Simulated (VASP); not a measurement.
Ti, 1 atom in the cell. The structure is cubic, space group Pm-3m (No. 221). The conventional cell has a = 1.963 Å, b = 1.963 Å, c = 1.963 Å, α = 90.00°, β = 90.00°, γ = 90.00°. Within 2.6 Å of Ti (site symmetry m-3m) lie 6 Ti at 1.96 Å. 

- Program: VASP 6.6.1
- Task: single point
- Functional: PBE
- Potentials or basis: VASP PAW PBE potentials, release 64 (Ti_sv)
- Cutoff: 520 eV
- k mesh: 19 × 19 × 19
- Occupations: fermi-dirac, width 0.05 eV
- Spin: no spin polarisation
- Dipole correction: no
- Further INCAR settings: ALGO = Normal; EDIFF = 1e-07; NBANDS = 12

Potentials or basis: VASP PAW PBE potentials, release 64 (Ti_sv).

Command:

```sh
$ cat potpaw_PBE.64/Ti_sv/POTCAR > POTCAR
$ mpirun -np 1 vasp_std > vasp.out
```

Hardware: 1 thread of AMD EPYC 7R13 (shared host).

Estimate the wall time of this run.

Run time: 33 s on 1 thread of AMD EPYC 7R13, on a shared host, peak memory 0.1 GiB. Counts: scf iterations 14, k points 220.
